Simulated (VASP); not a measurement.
# Pd (P6/mmm) in VASP: relaxation of cell and atoms with PBE

Aim: the relaxation of cell and atoms of Pd with PBE.

All numbers are computed with VASP 6.6.1; they aren't measurements. Logs are shortened: lines on timing, memory, paths and dates and some standing lists are left out, and cuts for length are marked.

## 1. The cell of the first run

Symmetry: P6/mmm, No. 191, hexagonal system. The conventional cell has a = 4.365 Å, b = 4.365 Å, c = 2.676 Å, α = 90.00°, β = 90.00°, γ = 120.00°. Pd (site symmetry 6/mmm) has 14 Pd at 2.68 to 2.85 Å within 3.5 Å. Pd (site symmetry -6m2) has 11 Pd at 2.52 to 2.85 Å within 3.3 Å.

This isn't the form of Pd at room conditions, which is fcc.

## 2. Relaxation of cell and atoms, PBE, collinear spin

The input, INCAR:

```
ALGO     = Normal         # electronic algorithm
EDIFF    = 1E-7           # SCF threshold, eV
EDIFFG   = -0.01          # ionic threshold
ENCUT    = 500            # plane-wave cutoff, eV
GGA      = PE             # functional
GGA_COMPAT= False        
IBRION   = 2              # ionic algorithm
ISIF     = 3              # what is computed and relaxed
ISMEAR   = -1             # smearing method
ISPIN    = 2              # spin polarisation
LASPH    = True           # aspherical terms in the spheres
LCHARG   = False          # write CHGCAR
LMAXMIX  = 4              # l up to which the mixer works
LORBIT   = 11             # projections on sites
LREAL    = False          # projectors in reciprocal space
LWAVE    = False          # write WAVECAR
MAGMOM   = 0.5 0.5 0.5    # initial moments
NELM     = 200            # most SCF steps
NELMIN   = 4            
NSW      = 80             # ionic steps
PREC     = Accurate       # precision mode
SIGMA    = 0.05           # smearing width, eV
```

The input, KPOINTS:

```
k-points
0
Gamma
  8 8 12
```

The input, POSCAR:

```
Pd
1.0
    4.3646624039      0.0000000000      0.0000000000
   -2.1823312020      3.7799085207      0.0000000000
    0.0000000000      0.0000000000      2.6755380536
Pd
3
Direct
    0.0000000000      0.0000000000      0.0000000000
    0.3333333333      0.6666666667      0.5000000000
    0.6666666667      0.3333333333      0.5000000000
```

Potentials or basis: VASP PAW PBE potentials, release 64 (Pd).

Command:

```sh
cat potpaw_PBE.64/Pd/POTCAR > POTCAR
mpirun -np 1 vasp_std > vasp.out
```

OUTCAR:

```text
EDIFF = 1E-7
   EDIFFG = -0.01
   ENCUT = 500
   GGA = PE
   IBRION = 2
   ISIF = 3
   ISMEAR = -1
   ISPIN = 2
   LASPH = True
   LORBIT = 11
   LREAL = False
   NELM = 200
   NELMIN = 4
   NSW = 80
   PREC = Accurate

 ion  position               nearest neighbor table
   1  0.000  0.000  0.000-   2 2.85   3 2.85   2 2.85   3 2.85   3 2.85   3 2.85   2 2.85   2 2.85
                             3 2.85   3 2.85   2 2.85   2 2.85
   2  0.333  0.667  0.500-   3 2.52   3 2.52   3 2.52   1 2.85   1 2.85   1 2.85   1 2.85   1 2.85
                             1 2.85
   3  0.667  0.333  0.500-   2 2.52   2 2.52   2 2.52   1 2.85   1 2.85   1 2.85   1 2.85   1 2.85
                             1 2.85

  LATTYP: Found a hexagonal cell.
 ALAT       =     4.3646624039
 C/A-ratio  =     0.6130000000

  Lattice vectors:

 A1 = (   4.3646624039,   0.0000000000,   0.0000000000)
 A2 = (  -2.1823312020,   3.7799085207,   0.0000000000)
 A3 = (   0.0000000000,   0.0000000000,   2.6755380536)

Analysis of symmetry for initial positions (statically):
=====================================================================
 Subroutine PRICEL returns:
 Original cell was already a primitive cell.

 Routine SETGRP: Setting up the symmetry group for a
 hexagonal supercell.

 Subroutine GETGRP returns: Found 24 space group operations
 (whereof 24 operations were pure point group operations)
 out of a pool of 24 trial point group operations.

The static configuration has the point symmetry D_6h.

Analysis of symmetry for dynamics (positions and initial velocities):
=====================================================================
 Subroutine PRICEL returns:
 Original cell was already a primitive cell.

 Routine SETGRP: Setting up the symmetry group for a
 hexagonal supercell.

 Subroutine GETGRP returns: Found 24 space group operations
 (whereof 24 operations were pure point group operations)
 out of a pool of 24 trial point group operations.

The dynamic configuration has the point symmetry D_6h.

Analysis of structural, dynamic, and magnetic symmetry:
=====================================================================
 Subroutine PRICEL returns:
 Original cell was already a primitive cell.

 Routine SETGRP: Setting up the symmetry group for a
 hexagonal supercell.

 Subroutine GETGRP returns: Found 24 space group operations
 (whereof 24 operations were pure point group operations)
 out of a pool of 24 trial point group operations.

The overall configuration has the point symmetry D_6h.

 Subroutine INISYM returns: Found 24 space group operations
 (whereof 24 operations are pure point group operations),
 and found     1 'primitive' translations

----------------------------------------------------------------------------------------

                                     Primitive cell

  volume of cell :      44.1411

  direct lattice vectors                    reciprocal lattice vectors
     4.364662404  0.000000000  0.000000000     0.229112794  0.132278334  0.000000000
    -2.182331202  3.779908521  0.000000000     0.000000000  0.264556667  0.000000000
     0.000000000  0.000000000  2.675538054     0.000000000  0.000000000  0.373756598

  length of vectors
     4.364662404  4.364662404  2.675538054     0.264556667  0.264556667  0.373756598

  position of ions in fractional coordinates (direct lattice)
     0.000000000  0.000000000  0.000000000
     0.333333333  0.666666667  0.500000000
     0.666666667  0.333333333  0.500000000

  ion indices of the primitive-cell ions
   primitive index   ion index
                 1           1
                 2           2
                 3           3

----------------------------------------------------------------------------------------

 KPOINTS: k-points

Automatic generation of k-mesh.
 Grid dimensions read from file:
 generate k-points for:    8    8   12

 Generating k-lattice:

  Cartesian coordinates                     Fractional coordinates (reciprocal lattice)
     0.028639099  0.016534792  0.000000000     0.125000000 -0.000000000  0.000000000
     0.000000000  0.033069583  0.000000000     0.000000000  0.125000000  0.000000000
     0.000000000  0.000000000  0.031146383     0.000000000  0.000000000  0.083333333

  Length of vectors
     0.033069583  0.033069583  0.031146383

  Shift w.r.t. Gamma in fractional coordinates (k-lattice)
     0.000000000  0.000000000  0.000000000

 Subroutine IBZKPT returns following result:
 ===========================================

 Found     70 irreducible k-points:

 Following reciprocal coordinates:
            Coordinates               Weight
  0.000000  0.000000  0.000000      1.000000
  0.125000  0.000000  0.000000      6.000000
  0.250000  0.000000  0.000000      6.000000
  0.375000  0.000000  0.000000      6.000000
  0.500000  0.000000  0.000000      3.000000
  0.125000  0.125000  0.000000      6.000000
[... 16 lines left out ...]
  0.250000  0.000000  0.166667     12.000000
  0.375000  0.000000  0.166667     12.000000
 [... further k-points ...]
   k-points           NKPTS =     70   k-points in BZ     NKDIM =     70   number of bands    NBANDS=     20
   number of dos      NEDOS =    301   number of ions     NIONS =      3
   total plane-waves  NPLWV =  20480
   dimension x,y,z NGX =    32 NGY =   32 NGZ =   20
   dimension x,y,z NGXF=    64 NGYF=   64 NGZF=   40
   ions per type =               3
   NGX,Y,Z   is equivalent  to a cutoff of  12.19, 12.19, 12.43 a.u.
   NGXF,Y,Z  is equivalent  to a cutoff of  24.38, 24.38, 24.85 a.u.
 SYSTEM =  unknown system
   PREC   = accura    normal or accurate (medium, high low for compatibility)
   ISTART =      0    job   : 0-new  1-cont  2-samecut
   ICHARG =      2    charge: 1-file 2-atom 10-const
   ISPIN  =      2    spin polarized calculation?
   LNONCOLLINEAR =      F non collinear calculations
   LSORBIT =      F    spin-orbit coupling
   LASPH  =      T    aspherical Exc in radial PAW
   ENCUT  =  500.0 eV  36.75 Ry    6.06 a.u.   7.96  7.96  4.88*2*pi/ulx,y,z
   NELM   =    200;   NELMIN=  4; NELMDL= -5     # of ELM steps
   EDIFF  = 0.1E-06   stopping-criterion for ELM
   LREAL  =      F    real-space projection
   EDIFFG = -.1E-01   stopping-criterion for IOM
   NSW    =     80    number of steps for IOM
   IBRION =      2    ionic relax: 0-MD 1-quasi-New 2-CG
   NFREE  =      1    steps in history (QN), initial steepest desc. (CG)
   ISIF   =      3    stress and relaxation
   ISYM   =      2    0-nonsym 1-usesym 2-fastsym
   POTIM  = 0.5000    time-step for ionic-motion
   TEBEG  =    0.0;   TEEND  =   0.0 temperature during run
   PSTRESS=    0.0 pullay stress
   NELECT =      30.0000    total number of electrons
   NUPDOWN=      -1.0000    fix difference up-down
   EMIN   =  10.00;   EMAX   =-10.00  energy-range for DOS
   EFERMI =   0.00;   METHOD = LEGACY
   ISMEAR =    -1;   SIGMA  =   0.05  broadening in eV -4-tet -1-fermi 0-gaus
   EFERMI_NEDOS =   21; number of points for ismear=-14 and -15
   IALGO  =     38    algorithm
   IMIX   =      4    mixing-type and parameters
     AMIX     =   0.40;   BMIX     =  1.00
     AMIX_MAG =   1.60;   BMIX_MAG =  1.00
  volume/ion in A,a.u.               =      14.71        99.29
  Fermi-wavevector in a.u.,A,eV,Ry     =   1.439354  2.719984 28.187725  2.071739
  Thomas-Fermi vector in A             =   2.558219
   LORBIT       =     11    0 simple, 1 ext, 2 COOP (PROOUT), +10 PAW based schemes
   GGA     = PE    functional components
   LHFCALC =     F    Hartree Fock is set to
   AEXX    =    0.0000 exact exchange contribution
   IVDW    =     0    specifies the selected vdW correction
   LEPSILON=     F    determine dielectric tensor
   LRPA    =     F    only Hartree local field effects (RPA)
 conjugate gradient relaxation of ions
 spin polarized calculation
  energy-cutoff  :      500.00
  volume of cell :       44.14
 maximum number of plane-waves:      1136
 NGX is ok and might be reduce to    32
   NGX = 15   NGY = 15   NGZ =  9

--------------------------------------- Ionic step        1  -------------------------------------------

 number of electron      29.9999993 magnetization      -0.0007483

 number of electron      29.9999993 magnetization       0.0006546

 Free energy of the ion-electron system (eV)
  ---------------------------------------------------
  ext. energy  EPLUGINS =         0.00000000
  ---------------------------------------------------
  free energy    TOTEN  =       -15.24041708 eV

  energy without entropy =      -15.18621021  energy(sigma->0) =      -15.21331365

------------------------ aborting loop because EDIFF is reached ----------------------------------------

  FORCE on cell =-STRESS in cart. coord.  units (eV):
  Direction    XX          YY          ZZ          XY          YZ          ZX
  --------------------------------------------------------------------------------------
  -------------------------------------------------------------------------------------
  Total        4.1530015      4.1530015      1.4317247     -0.0000000      0.0000000      0.0000000
  in kB      150.7403739    150.7403739     51.9669258     -0.0000000      0.0000000      0.0000000
  external PRESSURE =     117.8158912 kB  Pullay stress =       0.0000000 kB
[... 176 lines left out ...]
--------------------------------------- Ionic step        6  -------------------------------------------

 number of electron      29.9999994 magnetization      -0.0000000

 number of electron      29.9999994 magnetization       0.0000000

 Free energy of the ion-electron system (eV)
  ---------------------------------------------------
  ext. energy  EPLUGINS =         0.00000000
  ---------------------------------------------------
  free energy    TOTEN  =       -15.36375125 eV

  energy without entropy =      -15.31070072  energy(sigma->0) =      -15.33722599

 E-fermi :   8.8306     XC(G=0): -12.8098

 val. band max:        8.8275189107   @ k =   0.1250   0.0000   0.0000
 cond. band min:       8.8547813086   @ k =   0.3750   0.0000   0.5000
 fundamental gap:      0.0272623979
 Fermi energy:         8.8305934033

 spin component 1

 k-point     1 :       0.0000    0.0000    0.0000
  band No.  band energies     occupation
      1       2.1457      1.00000
      2       4.0359      1.00000
      3       5.4215      1.00000
      4       5.8303      1.00000
      5       5.8441      1.00000
      6       5.8441      1.00000
[... 12 lines left out ...]
     19      16.1282      0.00000
[... 513 lines left out ...]
      4       5.2024      1.00000
      5       5.3195      1.00000
      6       5.8534      1.00000
[... 12 lines left out ...]
     19      16.1367      0.00000
     20      21.7837      0.00000

 [... further k-points ...]

 spin component 2

 k-point     1 :       0.0000    0.0000    0.0000
  band No.  band energies     occupation
      1       2.1457      1.00000
      2       4.0359      1.00000
      3       5.4215      1.00000
      4       5.8303      1.00000
      5       5.8441      1.00000
      6       5.8441      1.00000
[... 12 lines left out ...]
     19      16.1282      0.00000
[... 513 lines left out ...]
      4       5.2024      1.00000
      5       5.3195      1.00000
      6       5.8534      1.00000
[... 12 lines left out ...]
     19      16.1367      0.00000
     20      21.7837      0.00000

 [... further k-points ...]

------------------------ aborting loop because EDIFF is reached ----------------------------------------

  FORCE on cell =-STRESS in cart. coord.  units (eV):
  Direction    XX          YY          ZZ          XY          YZ          ZX
  --------------------------------------------------------------------------------------
  -------------------------------------------------------------------------------------
  Total        0.0129834      0.0129834      0.0086507     -0.0000000      0.0000000     -0.0000000
  in kB        0.4434046      0.4434046      0.2954348     -0.0000000      0.0000000     -0.0000000
  external PRESSURE =       0.3940814 kB  Pullay stress =       0.0000000 kB
[... 18 lines left out ...]
  FREE ENERGIE OF THE ION-ELECTRON SYSTEM (eV)
  ---------------------------------------------------
  free  energy   TOTEN  =       -15.3637512486 eV

  energy  without entropy=      -15.3107007245  energy(sigma->0) =      -15.33722599

 reached required accuracy - stopping structural energy minimisation

 total charge

# of ion       s       p       d       tot
------------------------------------------
    1        0.440   0.392   8.469   9.301
    2        0.480   0.434   8.469   9.383
    3        0.480   0.434   8.469   9.383
--------------------------------------------------
tot          1.400   1.261  25.406  28.067

 magnetization (x)

# of ion       s       p       d       tot
------------------------------------------
    1        0.000   0.000   0.000   0.000
    2       -0.000  -0.000  -0.000  -0.000
    3       -0.000  -0.000  -0.000  -0.000
--------------------------------------------------
tot          0.000  -0.000   0.000   0.000
```

It took 12 min on 1 thread of Oxide Virtual Turin-like, shared host; peak memory 0.2 GiB.

Results:

```yaml
Free_energy: -15.3638 eV
Relaxed_volume: 15.64 Å³/atom
Relaxed_cell: a = 4.503 Å, b = 4.503 Å, c = 2.672 Å, α = 90.00°, β = 90.00°, γ = 120.00°
Space_group_after_relaxing_to_0.1_Å: P6/mmm (No. 191)
Energy_gained_by_relaxing: 41.1 meV/atom
Ionic_steps: 6
Pressure_after_relaxing: 0.0 GPa
Band_gap_on_the_k_mesh: zero (filled and empty bands overlap)
Net_moment: 0.00 μB per cell
Valence_electrons_inside_the_program's_atomic_spheres: Pd 9.30, 9.38 (each value once)
```

Step by step:
| step | energy change (eV) | largest force (eV/Å) | pressure (GPa) | volume (Å³) |
| --- | --- | --- | --- | --- |
| 1 | 0.0000 | 0.0000 | 11.78 | 44.14 |
| 2 | 0.0514 | 0.0000 | -11.24 | 51.39 |
| 3 | -0.1177 | 0.0000 | -0.88 | 47.20 |
| 4 | -0.1177 | 0.0000 | -0.67 | 47.14 |
| 5 | -0.1233 | 0.0000 | 0.12 | 46.89 |
| 6 | -0.1233 | 0.0000 | 0.04 | 46.91 |

Final structure:
```
CELL_PARAMETERS angstrom
4.50292 0.00000 0.00000
-2.25146 3.89964 0.00000
0.00000 0.00000 2.67165
ATOMIC_POSITIONS crystal
Pd 0.00000 0.00000 0.00000
Pd 0.33333 0.66667 0.50000
Pd 0.66667 0.33333 0.50000
```

The gap in the log of VASP goes by the Fermi energy; the results here count the filled bands.